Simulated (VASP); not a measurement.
# Al9N in VASP: notebook

Runs on Al9N. Level: PBE. Tasks: single point.

Everything below comes from runs of VASP 6.6.1. Logs are shortened: lines on timing, memory, paths and dates and some standing lists are left out, and cuts for length are marked.

**1. The cell of the first run**

The cell holds a slab with vacuum, 20 atoms: a = 5.707 Å, b = 9.806 Å, c = 22.790 Å, α = 90.00°, β = 90.00°, γ = 98.37°.

**2. Single point, PBE**

Contents of INCAR:

```
ALGO = Normal
DIPOL = 0.5 0.5 0.296
EDIFF = 1E-6
ENCUT = 520
GGA = PE
IDIPOL = 3
ISIF = 2
ISMEAR = 0
LASPH = T
LCHARG = F
LDIPOL = T
LREAL = Auto
LWAVE = F
NBANDS = 48
NELM = 100
PREC = Accurate
SIGMA = 0.1
```

Contents of KPOINTS:

```
k-points
0
Gamma
  5 3 1
```

Contents of POSCAR:

```
Al9N
1.0
    5.7070863110      0.0000000000      0.0000000000
   -1.4267715777      9.7014842372      0.0000000000
    0.0000000000      0.0000000000     22.7903703877
Al N
18 2
Direct
    0.2662216041      0.0648864163      0.1755127245
    0.7662216041      0.0648864163      0.1755127245
    0.3354806058      0.3419224231      0.2192029851
    0.8354806058      0.3419224231      0.2192029851
    0.1493324061      0.5973296244      0.2279410371
    0.6493324061      0.5973296244      0.2279410371
    0.4631842064      0.8527368258      0.2366790893
    0.9631842064      0.8527368258      0.2366790893
    0.0319772075      0.1277109158      0.2808262501
    0.5319772075      0.1277109158      0.2808262501
    0.0997917578      0.4042231245      0.3301071117
    0.5997917578      0.4042231245      0.3301071117
    0.4144000538      0.6596656467      0.3369822073
    0.9144000538      0.6596656467      0.3369822073
    0.2263076930      0.9110819227      0.3449259125
    0.7263076930      0.9110819227      0.3449259125
    0.2962427187      0.1814071959      0.3857054641
    0.7962427187      0.1814071959      0.3857054641
    0.3146665420      0.9110819227      0.4208080090
    0.6379488439      0.9110819227      0.4208080090
```

Potentials or basis: VASP PAW PBE potentials, release 64 (Al, N).

Launch:

```console
$ cat potpaw_PBE.64/Al/POTCAR potpaw_PBE.64/N/POTCAR > POTCAR
$ mpirun -np 1 vasp_std > vasp.out
```

OUTCAR:

```text
EDIFF = 1E-6
   ENCUT = 520
   GGA = PE
   ISIF = 2
   ISMEAR = 0
   LASPH = T
   LREAL = Auto
   NELM = 100
   PREC = Accurate

 ion  position               nearest neighbor table
   1  0.266  0.065  0.176-   2 2.85   2 2.85   9 2.86  10 2.86   7 2.87   3 2.87   8 2.87
   2  0.766  0.065  0.176-   1 2.85   1 2.85  10 2.86   9 2.86   8 2.87   4 2.87   7 2.87
   3  0.335  0.342  0.219-   4 2.85   4 2.85   6 2.87   5 2.87   1 2.87   9 2.89  10 2.89  12 2.96
                            11 2.97
   4  0.835  0.342  0.219-   3 2.85   3 2.85   5 2.87   6 2.87   2 2.87  10 2.89   9 2.89  11 2.96
                            12 2.97
   5  0.149  0.597  0.228-   6 2.85   6 2.85   4 2.87   3 2.87   7 2.87   8 2.87  13 2.93  14 2.93
                            11 2.99
   6  0.649  0.597  0.228-   5 2.85   5 2.85   3 2.87   4 2.87   8 2.87   7 2.87  14 2.93  13 2.93
                            12 2.99
   7  0.463  0.853  0.237-  10 2.85   8 2.85   8 2.85   5 2.87   1 2.87   6 2.87   2 2.87  16 2.90
                            15 2.91  13 2.96
   8  0.963  0.853  0.237-   9 2.85   7 2.85   7 2.85   6 2.87   2 2.87   5 2.87   1 2.87  15 2.90
                            16 2.91  14 2.96
   9  0.032  0.128  0.281-  18 2.83  17 2.83   8 2.85  10 2.85  10 2.85   1 2.86   2 2.86   3 2.89
                             4 2.89  11 2.91  15 2.93  16 2.93
  10  0.532  0.128  0.281-  17 2.83  18 2.83   7 2.85   9 2.85   9 2.85   2 2.86   1 2.86   4 2.89
                             3 2.89  12 2.91  16 2.93  15 2.93
  11  0.100  0.404  0.330-  12 2.85  12 2.85  14 2.86  13 2.87  18 2.88  17 2.89   9 2.91   4 2.96
                             3 2.97   5 2.99
  12  0.600  0.404  0.330-  11 2.85  11 2.85  13 2.86  14 2.87  17 2.88  18 2.89  10 2.91   3 2.96
                             4 2.97   6 2.99
  13  0.414  0.660  0.337-  16 2.83  15 2.83  14 2.85  14 2.85  12 2.86  11 2.87   5 2.93   6 2.93
                             7 2.96
  14  0.914  0.660  0.337-  15 2.83  16 2.83  13 2.85  13 2.85  11 2.86  12 2.87   6 2.93   5 2.93
                             8 2.96
  15  0.226  0.911  0.345-  19 1.80  17 2.78  14 2.83  13 2.83  16 2.85  16 2.85   8 2.90   7 2.91
                             9 2.93  10 2.93
  16  0.726  0.911  0.345-  20 1.80  18 2.78  13 2.83  14 2.83  15 2.85  15 2.85   7 2.90   8 2.91
                            10 2.93   9 2.93
  17  0.296  0.181  0.386-  15 2.78  10 2.83   9 2.83  18 2.85  18 2.85  12 2.88  11 2.89
  18  0.796  0.181  0.386-  16 2.78   9 2.83  10 2.83  17 2.85  17 2.85  11 2.88  12 2.89
  19  0.315  0.911  0.421-  15 1.80
  20  0.638  0.911  0.421-  16 1.80

  LATTYP: Found a simple monoclinic cell.
 ALAT       =     5.7070863110
 B/A-ratio  =     3.9933460168
 C/A-ratio  =     1.7181865164
 COS(beta)  =    -0.1455022476

  Lattice vectors:

 A1 = (   5.7070863110,   0.0000000000,   0.0000000000)
 A2 = (   0.0000000000,   0.0000000000, -22.7903703877)
 A3 = (  -1.4267715777,   9.7014842372,   0.0000000000)

Analysis of symmetry for initial positions (statically):
=====================================================================
 Subroutine PRICEL returns:
 Original cell was already a primitive cell.

 Routine SETGRP: Setting up the symmetry group for a
 simple monoclinic supercell.

 Subroutine GETGRP returns: Found  1 space group operations
 (whereof  1 operations were pure point group operations)
 out of a pool of  4 trial point group operations.

The static configuration has the point symmetry C_1 .

Analysis of symmetry for dynamics (positions and initial velocities):
=====================================================================
 Subroutine PRICEL returns:
 Original cell was already a primitive cell.

 Routine SETGRP: Setting up the symmetry group for a
 simple monoclinic supercell.

 Subroutine GETGRP returns: Found  1 space group operations
 (whereof  1 operations were pure point group operations)
 out of a pool of  4 trial point group operations.

The dynamic configuration has the point symmetry C_1 .

 Subroutine INISYM returns: Found  1 space group operations
 (whereof  1 operations are pure point group operations),
 and found     1 'primitive' translations

----------------------------------------------------------------------------------------

                                     Primitive cell

  volume of cell :    1261.8392

  direct lattice vectors                    reciprocal lattice vectors
     5.707086311  0.000000000  0.000000000     0.175220760  0.025769253  0.000000000
    -1.426771578  9.701484237  0.000000000     0.000000000  0.103077011  0.000000000
     0.000000000  0.000000000 22.790370388     0.000000000  0.000000000  0.043878181

[... 65 lines left out ...]

  Shift w.r.t. Gamma in fractional coordinates (k-lattice)
     0.000000000  0.000000000  0.000000000

 Subroutine IBZKPT returns following result:
 ===========================================

 Found      8 irreducible k-points:

 Following reciprocal coordinates:
            Coordinates               Weight
  0.000000  0.000000  0.000000      1.000000
  0.200000 -0.000000  0.000000      2.000000
  0.400000  0.000000  0.000000      2.000000
  0.000000  0.333333  0.000000      2.000000
  0.200000  0.333333  0.000000      2.000000
  0.400000  0.333333  0.000000      2.000000
 -0.400000  0.333333  0.000000      2.000000
 -0.200000  0.333333  0.000000      2.000000
   k-points           NKPTS =      8   k-points in BZ     NKDIM =      8   number of bands    NBANDS=     48
   number of dos      NEDOS =    301   number of ions     NIONS =     20
   total plane-waves  NPLWV = 604800
   dimension x,y,z NGX =    42 NGY =   80 NGZ =  180
   dimension x,y,z NGXF=    84 NGYF=  160 NGZF=  360
   ions per type =              18   2
   NGX,Y,Z   is equivalent  to a cutoff of  12.23, 13.56, 13.13 a.u.
   NGXF,Y,Z  is equivalent  to a cutoff of  24.47, 27.13, 26.26 a.u.
 SYSTEM =  unknown system
   PREC   = accura    normal or accurate (medium, high low for compatibility)
   ISTART =      0    job   : 0-new  1-cont  2-samecut
   ICHARG =      2    charge: 1-file 2-atom 10-const
   ISPIN  =      1    spin polarized calculation?
   LNONCOLLINEAR =      F non collinear calculations
   LSORBIT =      F    spin-orbit coupling
   LASPH  =      T    aspherical Exc in radial PAW
   ENCUT  =  520.0 eV  38.22 Ry    6.18 a.u.  10.61 18.23 42.37*2*pi/ulx,y,z
   NELM   =    100;   NELMIN=  2; NELMDL= -5     # of ELM steps
   EDIFF  = 0.1E-05   stopping-criterion for ELM
   LREAL  =      T    real-space projection
   EDIFFG = 0.1E-04   stopping-criterion for IOM
   NSW    =      0    number of steps for IOM
   IBRION =     -1    ionic relax: 0-MD 1-quasi-New 2-CG
   NFREE  =      0    steps in history (QN), initial steepest desc. (CG)
   ISIF   =      2    stress and relaxation
   ISYM   =      2    0-nonsym 1-usesym 2-fastsym
   POTIM  = 0.5000    time-step for ionic-motion
   TEBEG  =    0.0;   TEEND  =   0.0 temperature during run
   PSTRESS=    0.0 pullay stress
   NELECT =      64.0000    total number of electrons
   NUPDOWN=      -1.0000    fix difference up-down
   EMIN   =  10.00;   EMAX   =-10.00  energy-range for DOS
   EFERMI =   0.00;   METHOD = LEGACY
   ISMEAR =     0;   SIGMA  =   0.10  broadening in eV -4-tet -1-fermi 0-gaus
   EFERMI_NEDOS =   21; number of points for ismear=-14 and -15
   IALGO  =     38    algorithm
   IMIX   =      4    mixing-type and parameters
     AMIX     =   0.40;   BMIX     =  1.00
     AMIX_MAG =   1.60;   BMIX_MAG =  1.00
  volume/ion in A,a.u.               =      63.09       425.77
  Fermi-wavevector in a.u.,A,eV,Ry     =   0.605992  1.145159  4.996416  0.367226
  Thomas-Fermi vector in A             =   1.659921
   LORBIT       =      0    0 simple, 1 ext, 2 COOP (PROOUT), +10 PAW based schemes
   GGA     = PE    functional components
   LHFCALC =     F    Hartree Fock is set to
   AEXX    =    0.0000 exact exchange contribution
   IVDW    =     0    specifies the selected vdW correction
   LEPSILON=     F    determine dielectric tensor
   LRPA    =     F    only Hartree local field effects (RPA)
 non-spin polarized calculation
 Gauss-broadening in eV      SIGMA  =   0.10
  energy-cutoff  :      520.00
  volume of cell :     1261.84
 maximum number of plane-waves:     34010
   NGX = 21   NGY = 37   NGZ = 85

 dipolmoment           0.000000      0.000000     -0.107625 electrons x Angstroem

 number of electron      63.9999998 magnetization

 dipolmoment           0.000000      0.000000      0.374930 electrons x Angstroem

 Free energy of the ion-electron system (eV)
  ---------------------------------------------------
  ext. energy  EPLUGINS =         0.00000000
  ---------------------------------------------------
  free energy    TOTEN  =       -73.95503778 eV

  energy without entropy =      -73.90272101  energy(sigma->0) =      -73.92887940

 E-fermi :  -1.6584     XC(G=0):  -3.4187

 val. band max:       -1.6679740626   @ k =   0.4000   0.3333   0.0000
 cond. band min:      -1.6480188428   @ k =  -0.4000   0.3333   0.0000
 fundamental gap:      0.0199552198
 Fermi energy:        -1.6584404412

 k-point     1 :       0.0000    0.0000    0.0000
  band No.  band energies     occupation
      1     -16.3911      2.00000
      2     -13.2845      2.00000
      3     -11.5765      2.00000
      4     -10.1222      2.00000
      5      -9.9612      2.00000
      6      -9.2037      2.00000
[... 365 lines left out ...]
     43       0.6008      0.00000
     44       0.6863      0.00000
 [bands above 44 left out]

------------------------ aborting loop because EDIFF is reached ----------------------------------------

 vacuum level on the upper side and lower side of the slab       (xc-potential included)         0.531        -0.662

  FORCE on cell =-STRESS in cart. coord.  units (eV):
  Direction    XX          YY          ZZ          XY          YZ          ZX
  --------------------------------------------------------------------------------------
  -------------------------------------------------------------------------------------
  Total      -17.8336747    -12.7498617      1.4574337     -0.1823950      2.0011162      0.1694172
  in kB      -22.6437012    -16.1887028      1.8505268     -0.2315898      2.5408491      0.2151117
  external PRESSURE =     -12.3272924 kB  Pullay stress =       0.0000000 kB

 VOLUME and BASIS-vectors are now :
 -----------------------------------------------------------------------------
  energy-cutoff  :      520.00
  volume of cell :     1261.84
      direct lattice vectors                 reciprocal lattice vectors
     5.707086311  0.000000000  0.000000000     0.175220760  0.025769253  0.000000000
    -1.426771578  9.701484237  0.000000000     0.000000000  0.103077011  0.000000000
     0.000000000  0.000000000 22.790370388     0.000000000  0.000000000  0.043878181

 POSITION                                       TOTAL-FORCE (eV/Angst)
 -----------------------------------------------------------------------------------
      1.42677      0.62949      4.00000         0.046631      0.116883      0.083916
      4.28031      0.62949      4.00000        -0.055211      0.104620      0.077525
      1.42677      3.31715      4.99572        -0.032319      0.037332      0.058675
      4.28031      3.31715      4.99572         0.016114      0.032832      0.107670
      0.00000      5.79498      5.19486        -0.056150     -0.096161     -0.001681
      2.85354      5.79498      5.19486         0.032525     -0.071606      0.000514
[... 12 lines left out ...]
      0.49592      8.83885      9.59037         3.443769      0.813494      0.504237
      2.34092      8.83885      9.59037        -3.420534      0.779927      0.490555
 -----------------------------------------------------------------------------------
    total drift:                               -0.008526     -0.032478     -0.006375

  FREE ENERGIE OF THE ION-ELECTRON SYSTEM (eV)
  ---------------------------------------------------
  free  energy   TOTEN  =       -73.9550377832 eV

  energy  without entropy=      -73.9027210106  energy(sigma->0) =      -73.92887940

 vacuum level on the upper side and lower side of the slab         3.773         2.551
```

It took 13 min on 1 thread of Intel Xeon 6975P-C (Granite Rapids), shared host; peak memory 1.2 GiB.

Results:

| Property | Result |
| --- | --- |
| Free energy | -73.9550 eV |
| Largest force | 3.574 eV/Å |
| Band gap on the k mesh | zero (bands 32 and 33 overlap by 0.39 eV) |

Forces in eV/Å, atoms in the order of the input:
```
Al   0.047  0.117  0.084
Al  -0.055  0.105  0.078
Al  -0.032  0.037  0.059
Al   0.016  0.033  0.108
Al  -0.056 -0.096 -0.002
Al   0.033 -0.072  0.001
Al   0.001 -0.050  0.056
Al  -0.011 -0.100 -0.143
Al   0.006 -0.048  0.034
Al   0.014 -0.047 -0.039
Al   0.025 -0.010  0.002
Al  -0.014  0.030  0.032
Al   0.000 -0.184  0.031
Al  -0.027 -0.189 -0.073
Al  -0.256 -0.183 -0.984
Al   0.294 -0.189 -0.962
Al   0.049 -0.381  0.355
Al  -0.055 -0.367  0.371
N    3.444  0.813  0.504
N   -3.421  0.780  0.491
```

**3. Single point, PBE**

Contents of INCAR:

```
SYSTEM = Al9N
ALGO = Normal
DIPOL = 0.5 0.5 0.299
EDIFF = 1E-7
ENCUT = 520
GGA = PE
IDIPOL = 3
ISIF = 2
ISMEAR = 0
LASPH = .True.
LCHARG = .False.
LDIPOL = .True.
LREAL = Auto
LWAVE = .False.
NBANDS = 48
NELM = 80
PREC = Accurate
SIGMA = 0.1
```

Contents of KPOINTS:

```
k-points
0
Gamma
  5 3 1
  0 0 0
```

Changes to POSCAR since step 2:

```diff
@@ -26,3 +26,3 @@
     0.7962427187      0.1814071959      0.3857054641
-    0.3146665420      0.9110819227      0.4208080090
-    0.6379488439      0.9110819227      0.4208080090
+    0.3146665420      0.9110819227      0.4488900449
+    0.6379488439      0.9110819227      0.4488900449
```

Potentials or basis: VASP PAW PBE potentials, release 64 (Al, N).

Launch:

```console
$ cat potpaw_PBE.64/Al/POTCAR potpaw_PBE.64/N/POTCAR > POTCAR
$ mpirun -np 1 vasp_std > vasp.out
```

Wall time 16 min (1 thread of Intel Xeon 6975P-C (Granite Rapids), shared host); peak memory 1.1 GiB.

The run converged. Its results:

```
Free energy            : -71.7454 eV
Largest force          : 5.747 eV/Å
Band gap on the k mesh : zero (bands 32 and 33 overlap by 0.56 eV)
```

Forces in eV/Å, atoms in the order of the input:
```
Al  -0.037  0.111  0.061
Al   0.029  0.112  0.065
Al  -0.036  0.075  0.031
Al   0.042  0.061  0.079
Al  -0.030 -0.128 -0.015
Al   0.013 -0.075 -0.041
Al   0.001 -0.048 -0.082
Al  -0.008 -0.080 -0.159
Al  -0.008 -0.048  0.027
Al   0.013 -0.103  0.070
Al   0.014 -0.039 -0.019
Al   0.005  0.040  0.037
Al   0.012 -0.164  0.068
Al  -0.042 -0.072  0.026
Al   0.210 -0.145  1.591
Al  -0.178 -0.178  1.612
Al  -0.037 -0.144  0.387
Al   0.030 -0.132  0.380
N    5.343  0.455 -2.067
N   -5.337  0.501 -2.052
```

Levels at points of the mesh, in eV from the Fermi level:
```tsv
k point	band 29	band 30	band 31	band 32	band 33	band 34	band 35	band 36
(0.00, 0.00, 0.00)	-0.91	-0.87	-0.64	-0.53	-0.41	-0.08	0.18	0.52
```

**4. Single point, PBE**

Contents of INCAR:

```
ALGO     = Normal         # electronic algorithm
DIPOL    = 0.5 0.5 0.301
EDIFF    = 1E-7           # SCF threshold, eV
ENCUT    = 520            # plane-wave cutoff, eV
GGA      = PE             # functional
IDIPOL   = 3            
ISIF     = 2              # what is computed and relaxed
ISMEAR   = 0              # smearing method
LASPH    = T              # aspherical terms in the spheres
LCHARG   = F              # write CHGCAR
LDIPOL   = T            
LREAL    = Auto         
LWAVE    = F              # write WAVECAR
NBANDS   = 48             # bands
NELM     = 80             # most SCF steps
PREC     = Accurate       # precision mode
SIGMA    = 0.1            # smearing width, eV
```

Contents of KPOINTS:

```
k-points
0
Gamma
  5 3 1
```

Changes to POSCAR since step 3:

```diff
@@ -26,3 +26,3 @@
     0.7962427187      0.1814071959      0.3857054641
-    0.3146665420      0.9110819227      0.4488900449
-    0.6379488439      0.9110819227      0.4488900449
+    0.3146665420      0.9110819227      0.4769720809
+    0.6379488439      0.9110819227      0.4769720809
```

Launch:

```console
$ cat potpaw_PBE.64/Al/POTCAR potpaw_PBE.64/N/POTCAR > POTCAR
$ mpirun -np 1 vasp_std > vasp.out
```

Run time: 15 min. Hardware: 1 thread of Intel Xeon 6975P-C (Granite Rapids), shared host; peak memory 1.1 GiB.

It converged, with:

| Quantity | Value |
| --- | --- |
| Free energy | -69.9810 eV |
| Largest force | 8.364 eV/Å |
| Band gap on the k mesh | zero (bands 32 and 33 overlap by 0.69 eV) |

Forces in eV/Å, atoms in the order of the input:
```
Al  -0.090  0.137  0.023
Al   0.079  0.121  0.027
Al  -0.046  0.070  0.047
Al   0.063  0.090  0.037
Al  -0.002 -0.078 -0.033
Al  -0.007 -0.059 -0.030
Al  -0.017 -0.103 -0.172
Al   0.014 -0.094 -0.159
Al  -0.004 -0.007  0.016
Al   0.001 -0.036  0.030
Al  -0.010 -0.021 -0.014
Al   0.025  0.022  0.003
Al  -0.010 -0.048  0.071
Al  -0.018 -0.033  0.074
Al  -0.007 -0.101  0.567
Al   0.018 -0.087  0.564
Al  -0.034 -0.063  0.249
Al   0.037 -0.077  0.254
N    8.325  0.159 -0.786
N   -8.317  0.209 -0.766
```

Levels at points of the mesh, in eV from the Fermi level:
| k point | band 30 | band 31 | band 32 | band 33 | band 34 | band 35 |
| --- | --- | --- | --- | --- | --- | --- |
| (0.00, 0.00, 0.00) | -0.89 | -0.60 | -0.56 | -0.53 | -0.40 | 0.18 |

**5. Single point, PBE**

Contents of INCAR:

```
SYSTEM = Al9N
PREC = Accurate ; ENCUT = 520
EDIFF = 1E-6 ; ISMEAR = 0
SIGMA = 0.1 ; LREAL = Auto
LASPH = .TRUE. ; NELM = 100
ALGO = Normal ; ISIF = 2
LWAVE = .FALSE. ; LCHARG = .FALSE.
LDIPOL = .TRUE. ; IDIPOL = 3
DIPOL = 0.5 0.5 0.296 ; GGA = PE
NBANDS = 48
```

Contents of KPOINTS:

```
Automatic mesh
0
G
  5 3 1
  0 0 0
```

Changes to POSCAR since step 4:

```diff
@@ -26,3 +26,3 @@
     0.7962427187      0.1814071959      0.3857054641
-    0.3146665420      0.9110819227      0.4769720809
-    0.6379488439      0.9110819227      0.4769720809
+    0.2498348608      0.9110819227      0.4208080090
+    0.7027805251      0.9110819227      0.4208080090
```

Launch:

```console
$ cat potpaw_PBE.64/Al/POTCAR potpaw_PBE.64/N/POTCAR > POTCAR
$ mpirun -np 1 vasp_std > vasp.out
```

Run time: 14 min. Hardware: 1 thread of Intel Xeon 6975P-C (Granite Rapids), shared host; peak memory 1.2 GiB.

It converged, with:

```yaml
Free_energy: -72.4435 eV
Largest_force: 2.042 eV/Å
Band_gap_on_the_k_mesh: zero (bands 32 and 33 overlap by 0.18 eV)
```

Forces on the atoms (eV/Å):
```
Al   0.007  0.103  0.043
Al  -0.018  0.103  0.041
Al  -0.005  0.012  0.084
Al  -0.016  0.004  0.100
Al   0.019 -0.053  0.020
Al  -0.035 -0.044  0.007
Al  -0.001 -0.070  0.019
Al  -0.004 -0.096  0.005
Al   0.005 -0.030  0.002
Al   0.017 -0.034 -0.035
Al   0.012  0.002  0.042
Al   0.004 -0.010  0.070
Al  -0.006 -0.166  0.030
Al  -0.022 -0.147 -0.001
Al  -0.156 -0.122 -2.032
Al   0.195 -0.135 -2.018
Al   0.011 -0.745  0.446
Al  -0.008 -0.735  0.440
N    0.682  1.088  1.366
N   -0.682  1.076  1.370
```

Levels at points of the mesh, in eV from the Fermi level:
```csv
k point,band 28,band 29,band 30,band 31,band 32,band 33,band 34,band 35,band 36,band 37
"(0.00, 0.00, 0.00)",-1.18,-0.93,-0.83,-0.60,-0.33,-0.08,-0.03,0.46,0.65,0.81
```

**6. Summary**

```tsv
cell	gap on the mesh (eV)	largest force (eV/Å)
as given, atomic positions A	none	3.57
as given, atomic positions B	none	5.75
as given, atomic positions C	none	8.36
as given, atomic positions D	none	2.04
```

Alike in all rows: task single point; level PBE; potentials or basis VASP PAW PBE potentials, release 64 (Al, N); no spin polarisation; k mesh 5 × 3 × 1; cutoff (eV) 520; smearing gaussian 0.1 eV.

Absolute energies hang on the potentials; compare differences alone.

The gap in the log of VASP goes by the Fermi energy; the results here count the filled bands.